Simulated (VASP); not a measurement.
# PbF2 (Fm-3m) in VASP: notebook

The runs below take PbF2 through single point, with PBEsol, r2SCAN, HSE06.

Program: VASP 6.6.1. These are calculated values, not measurements. Logs are shortened: lines on timing, memory, paths and dates and some standing lists are left out, and cuts for length are marked.

**1. The cell of the first run**

Symmetry: Fm-3m, No. 225, cubic system. Conventional cell: a = 5.921 Å, b = 5.921 Å, c = 5.921 Å, α = 90.00°, β = 90.00°, γ = 90.00°. Pb (site symmetry m-3m) has 8 F at 2.56 Å within 3.4 Å. F (site symmetry -43m) has 4 Pb at 2.56 Å and 6 F at 2.96 Å within 3.4 Å.

**2. Single point, PBEsol**

INCAR reads:

```
SYSTEM = PbF2
PREC = Accurate
ENCUT = 520
EDIFF = 1E-7
ISMEAR = 0
SIGMA = 0.01
LREAL = .False.
LASPH = .True.
NELM = 100
ALGO = Normal
ISIF = 2
LWAVE = .False.
LCHARG = .False.
GGA = PS
NBANDS = 21
```

KPOINTS reads:

```
regular mesh
0
Gamma
  6 6 6
  0 0 0
```

POSCAR reads:

```
PbF2
1.0
    0.0000000000      2.9604390429      2.9604390429
    2.9604390429      0.0000000000      2.9604390429
    2.9604390429      2.9604390429      0.0000000000
Pb F
1 2
Direct
    0.0000000000      0.0000000000      0.0000000000
    0.2500000000      0.2500000000      0.2500000000
    0.7500000000      0.7500000000      0.7500000000
```

Potentials or basis: VASP PAW PBE potentials, release 64 (Pb_d, F).

Started as:

```
$ cat potpaw_PBE.64/Pb_d/POTCAR potpaw_PBE.64/F/POTCAR > POTCAR
$ mpirun -np 1 vasp_std > vasp.out
```

OUTCAR:

```text
SYSTEM = PbF2
   PREC = Accurate
   ENCUT = 520
   EDIFF = 1E-7
   ISMEAR = 0
   LREAL = .False.
   LASPH = .True.
   NELM = 100
   ISIF = 2
   GGA = PS

 ion  position               nearest neighbor table
   1  0.000  0.000  0.000-   3 2.56   3 2.56   3 2.56   2 2.56   3 2.56   2 2.56   2 2.56   2 2.56

   2  0.250  0.250  0.250-   1 2.56   1 2.56   1 2.56   1 2.56
   3  0.750  0.750  0.750-   1 2.56   1 2.56   1 2.56   1 2.56

  LATTYP: Found a face centered cubic cell.
 ALAT       =     5.9208780858

  Lattice vectors:

 A1 = (   0.0000000000,   2.9604390429,   2.9604390429)
 A2 = (   2.9604390429,   0.0000000000,   2.9604390429)
 A3 = (   2.9604390429,   2.9604390429,   0.0000000000)

Analysis of symmetry for initial positions (statically):
=====================================================================
 Subroutine PRICEL returns:
 Original cell was already a primitive cell.

 Routine SETGRP: Setting up the symmetry group for a
 face centered cubic supercell.

 Subroutine GETGRP returns: Found 48 space group operations
 (whereof 48 operations were pure point group operations)
 out of a pool of 48 trial point group operations.

The static configuration has the point symmetry O_h .

Analysis of symmetry for dynamics (positions and initial velocities):
=====================================================================
 Subroutine PRICEL returns:
 Original cell was already a primitive cell.

 Routine SETGRP: Setting up the symmetry group for a
 face centered cubic supercell.

 Subroutine GETGRP returns: Found 48 space group operations
 (whereof 48 operations were pure point group operations)
 out of a pool of 48 trial point group operations.

The dynamic configuration has the point symmetry O_h .

 Subroutine INISYM returns: Found 48 space group operations
 (whereof 48 operations are pure point group operations),
 and found     1 'primitive' translations

----------------------------------------------------------------------------------------

                                     Primitive cell

  volume of cell :      51.8918

  direct lattice vectors                    reciprocal lattice vectors
     0.000000000  2.960439043  2.960439043    -0.168893868  0.168893868  0.168893868
[... 73 lines left out ...]
   ISPIN  =      1    spin polarized calculation?
   LNONCOLLINEAR =      F non collinear calculations
   LSORBIT =      F    spin-orbit coupling
   LASPH  =      T    aspherical Exc in radial PAW
   ENCUT  =  520.0 eV  38.22 Ry    6.18 a.u.   7.78  7.78  7.78*2*pi/ulx,y,z
   NELM   =    100;   NELMIN=  2; NELMDL= -5     # of ELM steps
   EDIFF  = 0.1E-06   stopping-criterion for ELM
   LREAL  =      F    real-space projection
   EDIFFG = 0.1E-05   stopping-criterion for IOM
   NSW    =      0    number of steps for IOM
   IBRION =     -1    ionic relax: 0-MD 1-quasi-New 2-CG
   NFREE  =      0    steps in history (QN), initial steepest desc. (CG)
   ISIF   =      2    stress and relaxation
   ISYM   =      2    0-nonsym 1-usesym 2-fastsym
   POTIM  = 0.5000    time-step for ionic-motion
   TEBEG  =    0.0;   TEEND  =   0.0 temperature during run
   PSTRESS=    0.0 pullay stress
   NELECT =      28.0000    total number of electrons
   NUPDOWN=      -1.0000    fix difference up-down
   EMIN   =  10.00;   EMAX   =-10.00  energy-range for DOS
   EFERMI =   0.00;   METHOD = LEGACY
   ISMEAR =     0;   SIGMA  =   0.01  broadening in eV -4-tet -1-fermi 0-gaus
   EFERMI_NEDOS =   21; number of points for ismear=-14 and -15
   IALGO  =     38    algorithm
   IMIX   =      4    mixing-type and parameters
     AMIX     =   0.40;   BMIX     =  1.00
     AMIX_MAG =   1.60;   BMIX_MAG =  1.00
  volume/ion in A,a.u.               =      17.30       116.73
  Fermi-wavevector in a.u.,A,eV,Ry     =   1.332789  2.518606 24.168388  1.776326
  Thomas-Fermi vector in A             =   2.461697
   LORBIT       =      0    0 simple, 1 ext, 2 COOP (PROOUT), +10 PAW based schemes
   GGA     = PS    functional components
   LHFCALC =     F    Hartree Fock is set to
   AEXX    =    0.0000 exact exchange contribution
   IVDW    =     0    specifies the selected vdW correction
   LEPSILON=     F    determine dielectric tensor
   LRPA    =     F    only Hartree local field effects (RPA)
 non-spin polarized calculation
 Gauss-broadening in eV      SIGMA  =   0.01
  energy-cutoff  :      520.00
  volume of cell :       51.89
 maximum number of plane-waves:      1411
   NGX = 15   NGY = 15   NGZ = 15

 number of electron      28.0000003 magnetization

 Free energy of the ion-electron system (eV)
  ---------------------------------------------------
  ext. energy  EPLUGINS =         0.00000000
  ---------------------------------------------------
  free energy    TOTEN  =       -14.93536938 eV

  energy without entropy =      -14.93536938  energy(sigma->0) =      -14.93536938

 E-fermi :   1.8265     XC(G=0):  -9.6762

 val. band max:        1.7555486744   @ k =  -0.3333   0.3333   0.1667
 cond. band min:       6.0800427641   @ k =   0.5000   0.5000   0.0000
 fundamental gap:      4.3244940898
 Fermi energy:         1.8265091454

 k-point     1 :       0.0000    0.0000    0.0000
  band No.  band energies     occupation
      1     -19.2266      2.00000
      2     -18.5794      2.00000
      3     -12.5912      2.00000
      4     -12.5912      2.00000
      5     -12.5912      2.00000
      6     -12.5260      2.00000
[... 373 lines left out ...]
     20      16.9827      0.00000
     21      18.2357      0.00000

------------------------ aborting loop because EDIFF is reached ----------------------------------------

  FORCE on cell =-STRESS in cart. coord.  units (eV):
  Direction    XX          YY          ZZ          XY          YZ          ZX
  --------------------------------------------------------------------------------------
  -------------------------------------------------------------------------------------
  Total       -0.3439190     -0.3439190     -0.3439190      0.0000000      0.0000000     -0.0000000
  in kB      -10.6186269    -10.6186269    -10.6186269      0.0000000      0.0000000     -0.0000000
  external PRESSURE =     -10.6186269 kB  Pullay stress =       0.0000000 kB

 VOLUME and BASIS-vectors are now :
 -----------------------------------------------------------------------------
  energy-cutoff  :      520.00
  volume of cell :       51.89
      direct lattice vectors                 reciprocal lattice vectors
     0.000000000  2.960439043  2.960439043    -0.168893868  0.168893868  0.168893868
     2.960439043  0.000000000  2.960439043     0.168893868 -0.168893868  0.168893868
     2.960439043  2.960439043  0.000000000     0.168893868  0.168893868 -0.168893868

 POSITION                                       TOTAL-FORCE (eV/Angst)
 -----------------------------------------------------------------------------------
      0.00000      0.00000      0.00000        -0.000000      0.000000     -0.000000
      1.48022      1.48022      1.48022         0.000000      0.000000      0.000000
      4.44066      4.44066      4.44066        -0.000000     -0.000000      0.000000
 -----------------------------------------------------------------------------------
    total drift:                                0.000000     -0.000000      0.000000

  FREE ENERGIE OF THE ION-ELECTRON SYSTEM (eV)
  ---------------------------------------------------
  free  energy   TOTEN  =       -14.9353693787 eV

  energy  without entropy=      -14.9353693787  energy(sigma->0) =      -14.93536938
```

Run time: 15 s. Hardware: 1 thread of Oxide Virtual Turin-like, shared host; peak memory 0.14 GiB.

What came out:

- Free energy: -14.9354 eV
- Pressure: -1.1 GPa
- Band gap on the k mesh: 4.32 eV, indirect (least direct gap 4.46 eV)

Caveat: the PAW data sets were made with another functional, which shifts forces and pressure a little; spin-orbit coupling is left out, which moves the levels of the heavy elements.

[end of part 1 of 2]
